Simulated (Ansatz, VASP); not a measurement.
## Two plane-wave programs on MnS

The input INCAR:

```
SYSTEM = MnS
ALGO = Normal
EDIFF = 1E-6
ENCUT = 520
GGA = PS
ISIF = 2
ISMEAR = 1
ISPIN = 2
LASPH = .TRUE.
LCHARG = .TRUE.
LDAU = .TRUE.
LDAUJ = 0 0
LDAUL = 2 -1
LDAUPRINT = 1
LDAUTYPE = 2
LDAUU = 4 0
LELF = .TRUE.
LMAXMIX = 4
LORBIT = 11
LREAL = .FALSE.
LVHAR = .TRUE.
LWAVE = .FALSE.
MAGMOM = 4 0
NBANDS = 20
NELM = 150
PREC = Accurate
SIGMA = 0.05
```

KPOINTS

```
k-points
0
G
  6 6 6
  0 0 0
```

The input POSCAR:

```
MnS
1.0
    0.0000000000      2.8000000000      2.8000000000
    2.8000000000      0.0000000000      2.8000000000
    2.8000000000      2.8000000000      0.0000000000
Mn S
1 1
Direct
    0.0000000000      0.0000000000      0.0000000000
    0.2500000000      0.2500000000      0.2500000000
```

Input for Ansatz:

```yaml
crystal:
  lattice:
    - [0.0, 2.8, 2.8]
    - [2.8, 0.0, 2.8]
    - [2.8, 2.8, 0.0]
  atoms:
    - { symbol: Mn, position: [0.0, 0.0, 0.0], spin: 4.0 }
    - { symbol: S, position: [0.25, 0.25, 0.25], spin: 0.0 }
basis:
  ecutwfc: 557.833418042754
kpoints:
  mp_grid:
    grid: [6, 6, 6]
hamiltonian:
  xc: pbesol
  pseudopotentials:
    kind: paw
  hubbard:
    - { species: Mn, l: d, u_eff: 4.0 }
magnetization:
  spin_polarized: true
scf:
  occupations:
    method: cold
    width: 0.05
output:
  forces: true
  stress: true
```

Alike in both runs: task single point; functional PBEsol; k mesh 6 × 6 × 6; collinear spin; Hubbard terms Mn d U = 4.0 eV.

|  | VASP | Ansatz |
| --- | --- | --- |
| version | VASP 6.6.1 | Ansatz 0.2.0 |
| potentials or method | VASP PAW PBE potentials, release 64 (Mn_pv, S), cutoff 520 eV | plane waves, PAW |
| occupations | methfessel-paxton of order 1, width 0.05 eV | cold, width 0.05 eV |
| valence electrons in the cell | 19 | 21 |

```csv
,VASP,Ansatz,Ansatz less VASP
pressure (GPa),2.5,2.4,-0.04
net moment per atom (μB),2.50,2.50,0.000
size of the moment on the site where the two differ most (μB),4.57,4.34,-0.225
```

VASP's potentials were made for PBE, not for PBEsol. Site moments also hang on the region over which each program counts them. The programs project onto different local orbitals, so the same U acts differently, and such runs can settle in different states. VASP's potentials hold 19 valence electrons a cell and Ansatz's 21, so a difference there can come from the potentials and not from the codes. Ansatz's warnings: stability check not made.
